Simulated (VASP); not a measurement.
Runs of VASP 6.6.1 on Sb. The structure is that of space group Fm-3m (No. 225), or close to it. The cells are those of the table. 

```tsv
cell	gap on the mesh (eV)	pressure (GPa)
a = 3.296 Å, angles 60.0°, 1 atom	none	(a)
a = 2.858 Å, angles 60.0°, 1 atom	none	(b)
a = 2.597 Å, angles 60.0°, 1 atom	none	303.6
a = 3.388 Å, angles 60.0°, 1 atom	none	-0.1
a = 3.092 Å, angles 60.0°, 1 atom	none	30.1
a = 2.725 Å, angles 60.0°, 1 atom	none	176.4
```

Alike in all rows: task single point; level PBE; potentials or basis VASP PAW PBE potentials, release 64 (Sb); no spin polarisation; k mesh 15 × 15 × 15; cutoff (eV) 520; smearing fermi-dirac 0.08 eV.

Estimate the missing entries.

(a) 5.8; (b) 98.3.

Caveats: spin-orbit coupling is left out, which moves the levels of the heavy elements.

A k mesh can miss the band edges, and the runs leave out spin-orbit coupling on Sb.

A gap of «none» marks levels without a gap at the run's occupations.
